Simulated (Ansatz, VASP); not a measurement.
## One calculation of GaAs, two programs

```xyz
2
Lattice="0.0000 2.8268 2.8268 2.8268 0.0000 2.8268 2.8268 2.8268 0.0000" Properties=species:S:1:pos:R:3 pbc="T T T"
As    4.2403    4.2403    4.2403
Ga    0.0000    0.0000    0.0000
```

Alike in both runs: task relaxation of cell and atoms; functional PBE; k mesh 8 × 8 × 8; occupations fermi-dirac, width 0.05 eV; no spin polarisation.

|  | VASP | Ansatz |
| --- | --- | --- |
| version | VASP 6.6.1 | Ansatz 0.2.0 |
| potentials or method | VASP PAW PBE potentials, release 54 (As, Ga_d) | Ansatz PAW |
| plane-wave cutoff (eV) | 600 | 420 |
| valence electrons in the cell | 18 | 28 |

|  | VASP | Ansatz | Ansatz less VASP |
| --- | --- | --- | --- |
| gap on the k mesh at the Fermi level, each at its own relaxed structure (eV) | 0.13 | 0.16 | +0.035 |
| relaxed volume (Å³/atom) | 23.83 | 23.71 | -0.122 |
| relaxed cell length with the largest relative difference (Å) | 4.070 | 4.063 | -0.0070 |

VASP's potentials hold 18 valence electrons a cell and Ansatz's 28, so a difference there can come from the potentials and not from the codes.

Noted on Ansatz's run: the plane-wave basis is chosen anew once the cell has moved, so the energies of steps on either side of that aren't comparable.
